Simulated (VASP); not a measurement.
Mo, 1 atom in the cell. Symmetry: P6/mmm, No. 191, hexagonal system. The conventional cell has a = 2.605 Å, b = 2.605 Å, c = 2.492 Å, α = 90.00°, β = 90.00°, γ = 120.00°. Within 3.3 Å of Mo (site symmetry 6/mmm) lie 8 Mo at 2.49 to 2.61 Å.  This cell differs from its parent crystal: strain -0.050 along x and y, +0.000 along z.

* Program: VASP 6.6.1
* Task: single point
* Functional: PBEsol
* Potentials or basis: VASP PAW PBE potentials, release 64 (Mo_sv)
* Cutoff: 520 eV
* k mesh: 24 × 24 × 24
* Occupations: gaussian, width 0.15 eV
* Spin: no spin polarisation
* Dipole correction: no
* Further INCAR settings: ALGO = Fast; EDIFF = 1e-07; NBANDS = 13

Potentials or basis: VASP PAW PBE potentials, release 64 (Mo_sv).

Launch:

```console
$ cat potpaw_PBE.64/Mo_sv/POTCAR > POTCAR
$ mpirun -np 1 vasp_std > vasp.out
```

Hardware: 1 thread of Intel(R) Xeon(R) 6975P-C (Granite Rapids), with other jobs on the host.

Problem. Estimate the wall time of this run.

Solution. Wall time 51 s on 1 thread of Intel(R) Xeon(R) 6975P-C (Granite Rapids), with other jobs on the host, peak memory 0.24 GiB. Counts: scf iterations 14, k points 793.
